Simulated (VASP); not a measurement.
Set up this calculation in VASP 6.6.1, as the native input.

| Quantity | Value |
| --- | --- |
| Task | single point |
| Functional | PBE |
| Dispersion | D3(BJ) |
| Potentials or basis | VASP PAW PBE potentials, release 64 (As_d) |
| Cutoff | 400 eV |
| k mesh | 9 × 9 × 1 |
| Occupations | gaussian, width 0.05 eV |
| Spin | no spin polarisation |
| Dipole correction | yes |
| Further INCAR settings | ALGO = Normal; EDIFF = 1e-06; NBANDS = 38; NELMDL = -8 |

The structure of As lies in POSCAR:

```
As
1.0
    3.5716243461      0.0000000000      0.0000000000
   -1.7858121731      3.0931174165      0.0000000000
    0.0000000000      0.0000000000     20.2951239530
As
4
Direct
    0.3333333333      0.6666666667      0.2217281358
    0.6666666667      0.3333333333      0.2905900940
    1.3333333333      0.6666666667      0.4517125393
    1.6666666667      0.3333333333      0.5205744975
```

This cell differs from its parent crystal: layers slid over each other.

These files were run (other wordings do the same):

INCAR

```
ALGO = Normal
DIPOL = 0.5 0.5 0.371
EDIFF = 1E-6
ENCUT = 400
GGA = PE
GGA_COMPAT = False
IDIPOL = 3
ISIF = 2
ISMEAR = 0
IVDW = 12
LASPH = True
LCHARG = False
LDIPOL = True
LREAL = False
LWAVE = False
NBANDS = 38
NELM = 120
NELMDL = -8
PREC = Accurate
SIGMA = 0.05
```

KPOINTS

```
k-points
0
Gamma
  9 9 1
```

Potentials or basis: VASP PAW PBE potentials, release 64 (As_d).

Launch:

```console
$ cat potpaw_PBE.64/As_d/POTCAR > POTCAR
$ mpirun -np 1 vasp_std > vasp.out
```

Results of the run:

```yaml
Largest_force: 0.080 eV/Å
Band_gap_on_the_k_mesh: 0.99 eV (least direct gap 1.70 eV)
Dispersion_energy_per_atom: -0.273 eV
```

Caveat: the cell differs from its parent crystal (layers slid over each other).

Wall time 80 s on 1 thread of Intel(R) Xeon(R) Platinum 8488C (Sapphire Rapids) (shared host), peak memory 0.27 GiB.
